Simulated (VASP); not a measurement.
The system is Na2Pt3S4.

```xyz
9
Lattice="-2.9813 5.0574 0.0000 2.9813 0.0000 6.2051 2.9813 5.0574 0.0000" Properties=species:S:1:pos:R:3 pbc="T T T"
Na    2.9813    5.0574    4.2567
Na    0.0000    5.0574    1.9484
Pt    0.0000    0.0000    0.0000
Pt    1.4906    2.5287    0.0000
Pt   -1.4906    2.5287    0.0000
S     0.0000    1.7195    1.4892
S     0.0000    8.3953    1.4892
S     2.9813    8.3953    4.7159
S     2.9813    1.7195    4.7159
```

| Item | Value |
| --- | --- |
| Program | VASP 6.6.1 |
| Task | relaxation of cell and atoms |
| Functional | PBE |
| Potentials or basis | VASP PAW PBE potentials, release 64 (Na_pv, Pt, S) |
| Cutoff | 600 eV |
| k mesh | 4 × 4 × 4 |
| Occupations | fermi-dirac, width 0.1 eV |
| Spin | no spin polarisation |

At the start: pressure 13.8 GPa; volume 20.79 Å³/atom.

**Question.** How do energy, volume and symmetry change on relaxing?

**Answer.** Over 37 steps the energy falls by 145.8 meV/atom and the volume is 21.77 Å³/atom (+4.7 %); space group Fmmm (No. 69, to 0.1 Å) before and after.

The path:
```
step  energy change (eV)  largest force (eV/Å)  pressure (GPa)  volume (Å³)
   1              0.0000                2.7431           13.80       187.12
   2              0.9275                2.7968          -10.67       239.87
   3             -0.9670                0.4044           -0.47       206.11
   4             -0.9697                0.3194           -0.03       205.25
   5             -0.9699                0.2852            0.18       204.87
   6             -1.0952                0.2060            0.10       206.62
   7             -1.1899                0.3222            0.07       209.47
   8             -1.2154                0.0977           -0.88       210.37
   9             -1.2164                0.0921           -1.10       210.57
  10             -1.2340                0.2522           -0.37       207.65
  11             -1.2368                0.3775            0.13       205.83
  12             -1.2558                0.3058            0.11       203.73
  13             -1.2809                0.1468            0.21       197.49
  14             -1.2860                0.1221           -0.22       198.43
  15             -1.2873                0.1507           -0.53       199.15
  16             -1.2897                0.1216           -0.46       199.10
  17             -1.2951                0.0452           -0.22       198.94
  18             -1.2975                0.1666            0.27       198.61
  19             -1.2980                0.1127            0.13       198.71
  20             -1.3014                0.0873            0.06       198.85
  21             -1.3063                0.0424           -0.13       199.25
  22             -1.3063                0.0441           -0.15       199.27
  23             -1.3071                0.0610           -0.05       198.88
  24             -1.3082                0.1149            0.28       197.68
  25             -1.3086                0.1078            0.27       197.62
  26             -1.3095                0.0860            0.19       197.42
  27             -1.3109                0.0430            0.08       197.03
  28             -1.3112                0.0418           -0.16       196.25
  29             -1.3114                0.0094           -0.06       196.57
  30             -1.3115                0.0079           -0.01       196.45
  31             -1.3116                0.0089            0.02       196.33
  32             -1.3117                0.0229            0.06       196.09
  33             -1.3118                0.0172            0.01       196.10
  34             -1.3118                0.0165           -0.04       196.11
  35             -1.3119                0.0128            0.00       196.01
  36             -1.3119                0.0119            0.03       195.91
  37             -1.3119                0.0066           -0.02       195.93
```

Final structure:
```
Na Pt S
1.0
    -3.04342    5.67289    0.00000
     3.04342    0.00000    5.67412
     3.04342    5.67289    0.00000
Na Pt S
2 3 4
Direct
  0.35245 0.70489 0.64755
  0.64755 0.29511 0.35245
  0.00000 0.00000 0.00000
  0.00000 0.00000 0.50000
  0.50000 0.00000 0.00000
  0.29134 0.26394 0.02740
  0.97260 0.26394 0.70866
  0.70866 0.73606 0.97260
  0.02740 0.73606 0.29134
```
